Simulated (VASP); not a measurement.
# Pt (Cmcm) in VASP: notebook

The runs below take Pt through single point, with PBE.

Everything below comes from runs of VASP 6.6.1. Logs are shortened: lines on timing, memory, paths and dates and some standing lists are left out, and cuts for length are marked.

### Step 1. The cell of the first run

It takes space group Cmcm (No. 63, orthorhombic). The conventional cell has a = 3.034 Å, b = 4.061 Å, c = 4.781 Å, α = 90.00°, β = 90.00°, γ = 90.00°. Pt (site symmetry m2m) has 12 Pt at 2.53 to 3.03 Å within 3.3 Å.

### Step 2. Single point, PBE (normal strain along x +0.1000, normal strain along y -0.1500)

INCAR reads:

```
SYSTEM = Pt
PREC     = Accurate       ! precision mode
ENCUT    = 520            ! plane-wave cutoff, eV
EDIFF    = 1E-7           ! SCF threshold, eV
ISMEAR   = 0              ! smearing method
SIGMA    = 0.15           ! smearing width, eV
LREAL    = .FALSE.        ! projectors in reciprocal space
LASPH    = .TRUE.         ! aspherical terms in the spheres
NELM     = 80             ! most SCF steps
ALGO     = Fast           ! electronic algorithm
ISIF     = 2              ! what is computed and relaxed
LWAVE    = .FALSE.        ! write WAVECAR
LCHARG   = .TRUE.         ! write CHGCAR
GGA      = PE             ! functional
LELF     = .TRUE.         ! ELF
LVHAR    = .TRUE.       
NBANDS   = 17             ! bands
```

KPOINTS reads:

```
regular mesh
0
G
  18 18 10
  0 0 0
```

POSCAR reads:

```
Pt
1.0
    3.0343935762      0.0000000000      0.0000000000
   -1.5171967881      2.0306205761      0.0000000000
    0.0000000000      0.0000000000      4.7813829983
Pt
2
Direct
    0.6666666667      0.3333333333      0.7500000000
    0.3333333333      0.6666666667      0.2500000000
```

Potentials or basis: VASP PAW PBE potentials, release 64 (Pt).

Run with:

```bash
> cat potpaw_PBE.64/Pt/POTCAR > POTCAR
> mpirun -np 1 vasp_std > vasp.out
```

OUTCAR:

```text
SYSTEM = Pt
   PREC = Accurate
   ENCUT = 520
   EDIFF = 1E-7
   ISMEAR = 0
   LREAL = .FALSE.
   LASPH = .TRUE.
   NELM = 80
   ISIF = 2
   GGA = PE

 ion  position               nearest neighbor table
   1  0.667  0.333  0.750-   2 2.75   2 2.75   2 2.91   2 2.91   2 2.91   2 2.91
   2  0.333  0.667  0.250-   1 2.75   1 2.75   1 2.91   1 2.91   1 2.91   1 2.91

  Warning from LATTYP: Monoclinic adjustment (A1->A3, A2->A1, A3->A2)!
  LATTYP: Found a base centered orthorhombic cell.
 ALAT       =     3.0343935762
 B/A-ratio  =     1.3384028967
 C/A-ratio  =     1.5757293437

  Lattice vectors:

 A1 = (   1.5171967881,  -2.0306205761,   0.0000000000)
 A2 = (   1.5171967881,   2.0306205761,   0.0000000000)
 A3 = (   0.0000000000,   0.0000000000,   4.7813829983)

Analysis of symmetry for initial positions (statically):
=====================================================================
 Subroutine PRICEL returns:
 Original cell was already a primitive cell.

 Routine SETGRP: Setting up the symmetry group for a
 base centered orthorhombic supercell.

 Subroutine GETGRP returns: Found  8 space group operations
 (whereof  4 operations were pure point group operations)
 out of a pool of  8 trial point group operations.

The static configuration has the point symmetry C_2h.
 The point group associated with its full space group is D_2h.

Analysis of symmetry for dynamics (positions and initial velocities):
=====================================================================
 Subroutine PRICEL returns:
 Original cell was already a primitive cell.

 Routine SETGRP: Setting up the symmetry group for a
 base centered orthorhombic supercell.

 Subroutine GETGRP returns: Found  8 space group operations
 (whereof  4 operations were pure point group operations)
 out of a pool of  8 trial point group operations.

The dynamic configuration has the point symmetry C_2h.
 The point group associated with its full space group is D_2h.

 Subroutine INISYM returns: Found  8 space group operations
 (whereof  4 operations are pure point group operations),
 and found     1 'primitive' translations

----------------------------------------------------------------------------------------

                                     Primitive cell

  volume of cell :      29.4615

  direct lattice vectors                    reciprocal lattice vectors
     3.034393576  0.000000000  0.000000000     0.329555140  0.246230146  0.000000000
    -1.517196788  2.030620576  0.000000000     0.000000000  0.492460291  0.000000000
     0.000000000  0.000000000  4.781382998     0.000000000  0.000000000  0.209144509

  length of vectors
     3.034393576  2.534818735  4.781382998     0.411382881  0.492460291  0.209144509

  position of ions in fractional coordinates (direct lattice)
     0.666666667  0.333333333  0.750000000
     0.333333333  0.666666667  0.250000000

  ion indices of the primitive-cell ions
   primitive index   ion index
                 1           1
                 2           2

----------------------------------------------------------------------------------------

 KPOINTS: regular mesh

Automatic generation of k-mesh.
 Grid dimensions read from file:
 generate k-points for:   18   18   10

 Generating k-lattice:

  Cartesian coordinates                     Fractional coordinates (reciprocal lattice)
     0.018308619  0.013679453  0.000000000     0.055555556  0.000000000  0.000000000
     0.000000000  0.027358905  0.000000000     0.000000000  0.055555556  0.000000000
     0.000000000  0.000000000  0.020914451     0.000000000  0.000000000  0.100000000

  Length of vectors
     0.022854605  0.027358905  0.020914451

  Shift w.r.t. Gamma in fractional coordinates (k-lattice)
     0.000000000  0.000000000  0.000000000

 Subroutine IBZKPT returns following result:
 ===========================================

 Found    546 irreducible k-points:

 Following reciprocal coordinates:
            Coordinates               Weight
  0.000000  0.000000  0.000000      1.000000
  0.055556  0.000000  0.000000      4.000000
  0.111111  0.000000  0.000000      4.000000
  0.166667  0.000000  0.000000      4.000000
  0.222222  0.000000  0.000000      4.000000
  0.277778  0.000000  0.000000      4.000000
[... 16 lines left out ...]
 -0.333333  0.055556  0.000000      4.000000
 -0.277778  0.055556  0.000000      4.000000
 [... further k-points ...]
   k-points           NKPTS =    546   k-points in BZ     NKDIM =    546   number of bands    NBANDS=     17
   number of dos      NEDOS =    301   number of ions     NIONS =      2
   total plane-waves  NPLWV =  17280
   dimension x,y,z NGX =    24 NGY =   20 NGZ =   36
   dimension x,y,z NGXF=    48 NGYF=   40 NGZF=   72
   ions per type =               2
   NGX,Y,Z   is equivalent  to a cutoff of  13.15, 13.12, 12.52 a.u.
   NGXF,Y,Z  is equivalent  to a cutoff of  26.30, 26.23, 25.03 a.u.
 SYSTEM =  Pt
   PREC   = accura    normal or accurate (medium, high low for compatibility)
   ISTART =      0    job   : 0-new  1-cont  2-samecut
   ICHARG =      2    charge: 1-file 2-atom 10-const
   ISPIN  =      1    spin polarized calculation?
   LNONCOLLINEAR =      F non collinear calculations
   LSORBIT =      F    spin-orbit coupling
   LASPH  =      T    aspherical Exc in radial PAW
   ENCUT  =  520.0 eV  38.22 Ry    6.18 a.u.   5.64  4.71  8.89*2*pi/ulx,y,z
   NELM   =     80;   NELMIN=  2; NELMDL= -5     # of ELM steps
   EDIFF  = 0.1E-06   stopping-criterion for ELM
   LREAL  =      F    real-space projection
   EDIFFG = 0.1E-05   stopping-criterion for IOM
   NSW    =      0    number of steps for IOM
   IBRION =     -1    ionic relax: 0-MD 1-quasi-New 2-CG
   NFREE  =      0    steps in history (QN), initial steepest desc. (CG)
   ISIF   =      2    stress and relaxation
   ISYM   =      2    0-nonsym 1-usesym 2-fastsym
   POTIM  = 0.5000    time-step for ionic-motion
   TEBEG  =    0.0;   TEEND  =   0.0 temperature during run
   PSTRESS=    0.0 pullay stress
   NELECT =      20.0000    total number of electrons
   NUPDOWN=      -1.0000    fix difference up-down
   EMIN   =  10.00;   EMAX   =-10.00  energy-range for DOS
   EFERMI =   0.00;   METHOD = LEGACY
   ISMEAR =     0;   SIGMA  =   0.15  broadening in eV -4-tet -1-fermi 0-gaus
   EFERMI_NEDOS =   21; number of points for ismear=-14 and -15
   IALGO  =     68    algorithm
   IMIX   =      4    mixing-type and parameters
     AMIX     =   0.40;   BMIX     =  1.00
     AMIX_MAG =   1.60;   BMIX_MAG =  1.00
  volume/ion in A,a.u.               =      14.73        99.41
  Fermi-wavevector in a.u.,A,eV,Ry     =   1.438799  2.718936 28.165994  2.070142
  Thomas-Fermi vector in A             =   2.557726
   LORBIT       =      0    0 simple, 1 ext, 2 COOP (PROOUT), +10 PAW based schemes
   GGA     = PE    functional components
   LHFCALC =     F    Hartree Fock is set to
   AEXX    =    0.0000 exact exchange contribution
   IVDW    =     0    specifies the selected vdW correction
   LEPSILON=     F    determine dielectric tensor
   LRPA    =     F    only Hartree local field effects (RPA)
 non-spin polarized calculation
 RMM-DIIS sequential band-by-band and
 Gauss-broadening in eV      SIGMA  =   0.15
  energy-cutoff  :      520.00
  volume of cell :       29.46
 maximum number of plane-waves:       814
   NGX = 11   NGY =  9   NGZ = 17

 number of electron      20.0000002 magnetization

 Free energy of the ion-electron system (eV)
  ---------------------------------------------------
  ext. energy  EPLUGINS =         0.00000000
  ---------------------------------------------------
  free energy    TOTEN  =       -11.35319570 eV

  energy without entropy =      -11.32167344  energy(sigma->0) =      -11.33743457

 E-fermi :  11.5792     XC(G=0): -13.5883

 val. band max:       11.5755301298   @ k =   0.1111   0.0000   0.1000
 cond. band min:      11.5807033374   @ k =   0.1111   0.0000   0.0000
 fundamental gap:      0.0051732077
 Fermi energy:        11.5792219892

 k-point     1 :       0.0000    0.0000    0.0000
  band No.  band energies     occupation
      1       1.2610      2.00000
      2       3.8205      2.00000
      3       5.6612      2.00000
      4       6.1080      2.00000
      5       6.8855      2.00000
      6       9.7108      2.00000
[... 9 lines left out ...]
     16      29.4941      0.00000
     17      31.2674      0.00000

 k-point     2 :       0.0556    0.0000    0.0000
  band No.  band energies     occupation
      1       1.3723      2.00000
      2       3.9247      2.00000
      3       5.7022      2.00000
      4       6.1582      2.00000
      5       6.9463      2.00000
      6       9.5544      2.00000
[... 9 lines left out ...]
     16      29.4802      0.00000
     17      30.9311      0.00000

 k-point     3 :       0.1111    0.0000    0.0000
  band No.  band energies     occupation
      1       1.6945      2.00000
      2       4.2014      2.00000
      3       5.8404      2.00000
      4       6.2821      2.00000
      5       7.1559      2.00000
      6       8.7521      2.00000
[... 9 lines left out ...]
     16      29.2993      0.00000
     17      30.8326      0.00000

 k-point     4 :       0.1667    0.0000    0.0000
  band No.  band energies     occupation
      1       2.1921      2.00000
      2       4.5331      2.00000
      3       6.1295      2.00000
      4       6.4235      2.00000
      5       7.5777      2.00000
      6       7.8943      2.00000
[... 9 lines left out ...]
     16      29.5991      0.00000
     17      30.3023      0.00000

 k-point     5 :       0.2222    0.0000    0.0000
  band No.  band energies     occupation
      1       2.8035      2.00000
      2       4.7629      2.00000
      3       6.5560      2.00000
      4       6.6229      2.00000
      5       7.1224      2.00000
      6       8.2569      2.00000
[... 9 lines left out ...]
     16      29.1913      0.00000
     17      29.9844      0.00000

 k-point     6 :       0.2778    0.0000    0.0000
  band No.  band energies     occupation
      1       3.4390      2.00000
      2       4.8412      2.00000
      3       6.4632      2.00000
      4       6.7033      2.00000
      5       7.2448      2.00000
      6       8.2218      2.00000
[... 9 lines left out ...]
     16      27.6753      0.00000
     17      30.1264      0.00000

 k-point     7 :       0.3333    0.0000    0.0000
  band No.  band energies     occupation
      1       3.9893      2.00000
      2       4.8218      2.00000
      3       5.9337      2.00000
      4       6.9123      2.00000
      5       7.8259      2.00000
      6       7.8405      2.00000
[... 9 lines left out ...]
     16      26.7340      0.00000
     17      29.3490      0.00000

 k-point     8 :       0.3889    0.0000    0.0000
  band No.  band energies     occupation
      1       4.3662      2.00000
      2       4.7658      2.00000
      3       5.5464      2.00000
      4       7.2050      2.00000
      5       7.5211      2.00000
      6       8.2989      2.00000
[... 9 lines left out ...]
     16      25.8129      0.00000
     17      28.3477      0.00000
[... 203 lines left out ...]
      1       4.7472      2.00000
      2       4.8327      2.00000
      3       5.2595      2.00000
      4       7.2461      2.00000
      5       7.6355      2.00000
      6       8.4382      2.00000
[... 9 lines left out ...]
     16      24.8630      0.00000
     17      27.0583      0.00000

 k-point    20 :       0.5000    0.0556    0.0000
  band No.  band energies     occupation
      1       4.6706      2.00000
      2       4.8385      2.00000
      3       5.3049      2.00000
      4       7.3164      2.00000
      5       7.6059      2.00000
      6       8.5589      2.00000
[... 9 lines left out ...]
     16      25.0749      0.00000
     17      27.0009      0.00000

 k-point    21 :      -0.4444    0.0556    0.0000
  band No.  band energies     occupation
      1       4.5089      2.00000
      2       4.8528      2.00000
      3       5.5043      2.00000
      4       7.3673      2.00000
      5       7.5116      2.00000
      6       8.4215      2.00000
[... 9 lines left out ...]
     16      25.7855      0.00000
     17      27.4335      0.00000

 k-point    22 :      -0.3889    0.0556    0.0000
  band No.  band energies     occupation
      1       4.1935      2.00000
      2       4.8892      2.00000
      3       5.8511      2.00000
      4       7.0614      2.00000
      5       7.8190      2.00000
      6       7.9798      2.00000
[... 9 lines left out ...]
     16      26.7134      0.00000
     17      28.1909      0.00000

 k-point    23 :      -0.3333    0.0556    0.0000
  band No.  band energies     occupation
      1       3.7005      2.00000
      2       4.9198      2.00000
      3       6.3347      2.00000
      4       6.7928      2.00000
      5       7.3302      2.00000
      6       8.2146      2.00000
[... 9 lines left out ...]
     16      27.6560      0.00000
     17      28.9843      0.00000

 k-point    24 :      -0.2778    0.0556    0.0000
  band No.  band energies     occupation
      1       3.0850      2.00000
      2       4.8916      2.00000
      3       6.5448      2.00000
      4       6.6677      2.00000
      5       6.9400      2.00000
      6       8.3553      2.00000
[... 9 lines left out ...]
     16      28.4228      0.00000
     17      29.6525      0.00000

 [... further k-points ...]

------------------------ aborting loop because EDIFF is reached ----------------------------------------

  FORCE on cell =-STRESS in cart. coord.  units (eV):
  Direction    XX          YY          ZZ          XY          YZ          ZX
  --------------------------------------------------------------------------------------
  -------------------------------------------------------------------------------------
  Total        5.8400732     11.5720897      0.4007164      0.0000000     -0.0000000      0.0000000
  in kB      317.5957240    629.3150949     21.7918167      0.0000000     -0.0000000      0.0000000
  external PRESSURE =     322.9008785 kB  Pullay stress =       0.0000000 kB

 VOLUME and BASIS-vectors are now :
 -----------------------------------------------------------------------------
  energy-cutoff  :      520.00
  volume of cell :       29.46
      direct lattice vectors                 reciprocal lattice vectors
     3.034393576  0.000000000  0.000000000     0.329555140  0.246230146  0.000000000
    -1.517196788  2.030620576  0.000000000     0.000000000  0.492460291  0.000000000
     0.000000000  0.000000000  4.781382998     0.000000000  0.000000000  0.209144509

 POSITION                                       TOTAL-FORCE (eV/Angst)
 -----------------------------------------------------------------------------------
      1.51720      0.67687      3.58604        -0.000000      0.249826      0.000000
     -0.00000      1.35375      1.19535         0.000000     -0.249826     -0.000000
 -----------------------------------------------------------------------------------
    total drift:                               -0.000000      0.000000     -0.000000

  FREE ENERGIE OF THE ION-ELECTRON SYSTEM (eV)
  ---------------------------------------------------
  free  energy   TOTEN  =       -11.3531956986 eV

  energy  without entropy=      -11.3216734362  energy(sigma->0) =      -11.33743457
```

Run time: 1.9 min. Hardware: 1 thread of Intel Xeon Platinum 8488C (Sapphire Rapids), shared host; peak memory 0.33 GiB.

Results:

| Quantity | Value |
| --- | --- |
| Free energy | -11.3532 eV |
| Pressure | 32.3 GPa |
| Largest force | 0.250 eV/Å |
| Band gap on the k mesh | zero (band 10 reaches 13.55 eV, above the bottom of band 11 at 10.65 eV) |

Forces in eV/Å, atoms in the order of the input:
```
Pt   0.000  0.250  0.000
Pt   0.000 -0.250  0.000
```

Stress tensor (GPa, compression positive):
```
31.76  0.00  0.00
 0.00 62.93  0.00
 0.00  0.00  2.18
```

Caveat: the cell differs from its parent crystal (normal strain along x +0.1000, normal strain along y -0.1500); spin-orbit coupling is left out, which moves the levels of the heavy elements.

(Part 1 of 2 ends here.)
